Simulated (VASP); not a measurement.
# Te (P6/mmm) in VASP: notebook, part 2 of 2

VASP 6.6.1. The steps go on from the part before.

## Step 4: Single point, PBE

This run uses another cell than the first one, of 28.01 Å³/atom.

Input file INCAR:

```
ALGO     = Normal         # electronic algorithm
EDIFF    = 1E-7           # SCF threshold, eV
ENCUT    = 520            # plane-wave cutoff, eV
GGA      = PE             # functional
ISIF     = 2              # what is computed and relaxed
ISMEAR   = -1             # smearing method
LASPH    = T              # aspherical terms in the spheres
LCHARG   = F              # write CHGCAR
LREAL    = F              # projectors in reciprocal space
LWAVE    = F              # write WAVECAR
NBANDS   = 9              # bands
NELM     = 100            # most SCF steps
PREC     = Accurate       # precision mode
SIGMA    = 0.1            # smearing width, eV
```

Input file KPOINTS:

```
k-points
0
Gamma
  15 15 13
```

Input file POSCAR:

```
Te
1.0
    3.2584218558      0.0000000000      0.0000000000
   -1.6292109279      2.8218761034      0.0000000000
    0.0000000000      0.0000000000      3.0461870477
Te
1
Direct
    0.0000000000      0.0000000000      0.0000000000
```

Potentials or basis: VASP PAW PBE potentials, release 64 (Te).

Command:

```console
> cat potpaw_PBE.64/Te/POTCAR > POTCAR
> mpirun -np 1 vasp_std > vasp.out
```

OUTCAR:

```text
EDIFF = 1E-7
   ENCUT = 520
   GGA = PE
   ISIF = 2
   ISMEAR = -1
   LASPH = T
   LREAL = F
   NELM = 100
   PREC = Accurate

 ion  position               nearest neighbor table
   1  0.000  0.000  0.000-

  LATTYP: Found a hexagonal cell.
 ALAT       =     3.2584218558
 C/A-ratio  =     0.9348657671

  Lattice vectors:

 A1 = (   3.2584218558,   0.0000000000,   0.0000000000)
 A2 = (  -1.6292109279,   2.8218761034,   0.0000000000)
 A3 = (   0.0000000000,   0.0000000000,   3.0461870477)

Analysis of symmetry for initial positions (statically):
=====================================================================
 Subroutine PRICEL returns:
 Original cell was already a primitive cell.

 Routine SETGRP: Setting up the symmetry group for a
 hexagonal supercell.

 Subroutine GETGRP returns: Found 24 space group operations
 (whereof 24 operations were pure point group operations)
 out of a pool of 24 trial point group operations.

The static configuration has the point symmetry D_6h.

Analysis of symmetry for dynamics (positions and initial velocities):
=====================================================================
 Subroutine PRICEL returns:
 Original cell was already a primitive cell.

 Routine SETGRP: Setting up the symmetry group for a
 hexagonal supercell.

 Subroutine GETGRP returns: Found 24 space group operations
 (whereof 24 operations were pure point group operations)
 out of a pool of 24 trial point group operations.

The dynamic configuration has the point symmetry D_6h.

 Subroutine INISYM returns: Found 24 space group operations
 (whereof 24 operations are pure point group operations),
 and found     1 'primitive' translations

----------------------------------------------------------------------------------------

                                     Primitive cell

  volume of cell :      28.0093

[... 107 lines left out ...]
  volume/ion in A,a.u.               =      28.01       189.02
  Fermi-wavevector in a.u.,A,eV,Ry     =   0.979546  1.851073 13.054919  0.959510
  Thomas-Fermi vector in A             =   2.110407
   LORBIT       =      0    0 simple, 1 ext, 2 COOP (PROOUT), +10 PAW based schemes
   GGA     = PE    functional components
   LHFCALC =     F    Hartree Fock is set to
   AEXX    =    0.0000 exact exchange contribution
   IVDW    =     0    specifies the selected vdW correction
   LEPSILON=     F    determine dielectric tensor
   LRPA    =     F    only Hartree local field effects (RPA)
 non-spin polarized calculation
  energy-cutoff  :      520.00
  volume of cell :       28.01
 maximum number of plane-waves:       772
   NGX = 13   NGY = 13   NGZ = 11

 number of electron       6.0000000 magnetization

 Free energy of the ion-electron system (eV)
  ---------------------------------------------------
  ext. energy  EPLUGINS =         0.00000000
  ---------------------------------------------------
  free energy    TOTEN  =        -2.88031537 eV

  energy without entropy =       -2.85731165  energy(sigma->0) =       -2.86881351

 E-fermi :   8.3158     XC(G=0): -10.0544

 val. band max:        8.3092304730   @ k =   0.4000   0.0667   0.2308
 cond. band min:       8.3428734898   @ k =   0.2000   0.1333   0.2308
 fundamental gap:      0.0336430168
 Fermi energy:         8.3158054113

 k-point     1 :       0.0000    0.0000    0.0000
  band No.  band energies     occupation
      1      -6.1350      2.00000
      2      10.0169      0.00000
      3      10.6948      0.00000
      4      10.6948      0.00000
      5      14.5190      0.00000
      6      16.6655      0.00000
      7      17.6515      0.00000
      8      17.6515      0.00000
      9      18.7788      0.00000
[... 265 lines left out ...]
 k-point    24 :       0.4000    0.2000    0.0000
  band No.  band energies     occupation
      1      -3.0943      2.00000
      2       2.2999      2.00000
      3       5.1848      2.00000
      4      12.4525      0.00000
      5      16.9679      0.00000
      6      18.7325      0.00000
      7      19.9263      0.00000
      8      20.1234      0.00000
      9      22.4195      0.00000

 [... further k-points ...]

------------------------ aborting loop because EDIFF is reached ----------------------------------------

  FORCE on cell =-STRESS in cart. coord.  units (eV):
  Direction    XX          YY          ZZ          XY          YZ          ZX
  --------------------------------------------------------------------------------------
  -------------------------------------------------------------------------------------
  Total        1.1824790      1.1824790      1.1836562      0.0000000     -0.0000000      0.0000000
  in kB       67.6397805     67.6397805     67.7071193      0.0000000     -0.0000000      0.0000000
  external PRESSURE =      67.6622268 kB  Pullay stress =       0.0000000 kB

 VOLUME and BASIS-vectors are now :
 -----------------------------------------------------------------------------
  energy-cutoff  :      520.00
  volume of cell :       28.01
      direct lattice vectors                 reciprocal lattice vectors
     3.258421856  0.000000000  0.000000000     0.306897033  0.177187085  0.000000000
    -1.629210928  2.821876103  0.000000000     0.000000000  0.354374169  0.000000000
     0.000000000  0.000000000  3.046187048     0.000000000  0.000000000  0.328279250

 POSITION                                       TOTAL-FORCE (eV/Angst)
 -----------------------------------------------------------------------------------
      0.00000      0.00000      0.00000         0.000000      0.000000      0.000000
 -----------------------------------------------------------------------------------
    total drift:                               -0.000000      0.000000     -0.000000

  FREE ENERGIE OF THE ION-ELECTRON SYSTEM (eV)
  ---------------------------------------------------
  free  energy   TOTEN  =        -2.8803153737 eV

  energy  without entropy=       -2.8573116523  energy(sigma->0) =       -2.86881351
```

It took 23 s on 1 thread of Intel Xeon 6455B, shared host; peak memory 0.17 GiB.

What came out:

| Property | Result |
| --- | --- |
| Free energy | -2.8803 eV |
| Pressure | 6.8 GPa |
| Band gap on the k mesh | zero (bands 3 and 4 overlap by 7.23 eV) |

Caveat: the cell stands under pressure; spin-orbit coupling is left out, which moves the levels of the heavy elements.
